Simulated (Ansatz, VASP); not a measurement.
**Al8H: VASP beside Ansatz**

File INCAR:

```
  PREC = Accurate
  ENCUT = 520
  EDIFF = 1E-6
  ISMEAR = 0
  SIGMA = 0.1
  LREAL = Auto
  LASPH = True
  NELM = 60
  ALGO = Normal
  ISIF = 2
  LWAVE = False
  LCHARG = False
  LDIPOL = True
  IDIPOL = 3
  DIPOL = 0.5 0.5 0.294
  GGA = PE
  NBANDS = 40
```

The input KPOINTS:

```
Automatic mesh
0
Gamma
  5 4 1
```

File POSCAR:

```
Al8H
1.0
    5.7135165837      0.0000000000      0.0000000000
    0.0000000000      8.0801326415      0.0000000000
    0.0000000000      0.0000000000     22.2432786975
Al H
16 2
Direct
    0.2500000000      0.2500000000      0.1798296040
    0.2500000000      0.7500000000      0.1798296040
    0.7500000000      0.2500000000      0.1798296040
    0.7500000000      0.7500000000      0.1798296040
    0.0000000000      0.0000000000      0.2440458181
    0.0000000000      0.5000000000      0.2440458181
    0.5000000000      0.0000000000      0.2440458181
    0.5000000000      0.5000000000      0.2440458181
    0.2500000000      0.2500000000      0.3102598702
    0.2500000000      0.7500000000      0.3102598702
    0.7500000000      0.2500000000      0.3102598702
    0.7500000000      0.7500000000      0.3102598702
    0.0000000000      0.0000000000      0.3705963860
    0.0000000000      0.5000000000      0.3705963860
    0.5000000000      0.0000000000      0.3705963860
    0.5000000000      0.5000000000      0.3705963860
    0.7500000000     -0.0925108576      0.4339863214
    0.7500000000      0.0925108576      0.4339863214
```

Input for Ansatz:

```yaml
crystal:
  lattice:
    - [5.7135165837, 0.0, 0.0]
    - [0.0, 8.0801326415, 0.0]
    - [0.0, 0.0, 22.2432786975]
  atoms:
    - { symbol: Al, position: [0.25, 0.25, 0.179829604] }
    - { symbol: Al, position: [0.25, 0.75, 0.179829604] }
    - { symbol: Al, position: [0.75, 0.25, 0.179829604] }
    - { symbol: Al, position: [0.75, 0.75, 0.179829604] }
    - { symbol: Al, position: [0.0, 0.0, 0.2440458181] }
    - { symbol: Al, position: [0.0, 0.5, 0.2440458181] }
    - { symbol: Al, position: [0.5, 0.0, 0.2440458181] }
    - { symbol: Al, position: [0.5, 0.5, 0.2440458181] }
    - { symbol: Al, position: [0.25, 0.25, 0.3102598702] }
    - { symbol: Al, position: [0.25, 0.75, 0.3102598702] }
    - { symbol: Al, position: [0.75, 0.25, 0.3102598702] }
    - { symbol: Al, position: [0.75, 0.75, 0.3102598702] }
    - { symbol: Al, position: [0.0, 0.0, 0.370596386] }
    - { symbol: Al, position: [0.0, 0.5, 0.370596386] }
    - { symbol: Al, position: [0.5, 0.0, 0.370596386] }
    - { symbol: Al, position: [0.5, 0.5, 0.370596386] }
    - { symbol: H, position: [0.75, -0.0925108576, 0.4339863214] }
    - { symbol: H, position: [0.75, 0.0925108576, 0.4339863214] }
basis:
  ecutwfc: 420
kpoints:
  mp_grid: { grid: [5, 4, 1] }
hamiltonian:
  xc: pbe
  pseudopotentials: { kind: paw, azcp: { folder: soft_1 } }
scf:
  occupations: { method: gaussian, width: 0.1 }
output:
  forces: true
  eigenvalues: true
  write_density: true
  write_potential: true
  elf: true
  volumetric_format: npy
efield:
  axis: 3
  dipole_correction: true
  ramp_width: 0.04
```

Alike in both runs: task single point; functional PBE; k mesh 5 × 4 × 1; occupations gaussian, width 0.1 eV; no spin polarisation.

|  | VASP | Ansatz |
| --- | --- | --- |
| version | VASP 6.6.1 | Ansatz 0.2.0 |
| potentials or method | VASP PAW PBE potentials, release 64 (Al, H), cutoff 520 eV | scalar-relativistic, plane waves, PAW |
| valence electrons in the cell | 50 | 50 |

```tsv
	VASP	Ansatz	Ansatz less VASP
gap on the k mesh at the Fermi level (eV)	none	none	-
rms of the force components (eV/Å)	0.281	0.281	-0.0001
```

Atom by atom the forces differ by 0.001 eV/Å (rms over components). A gap of «none» marks a metal or a gap that the smearing closes. Ansatz's warnings: xc potential rough in thin density.
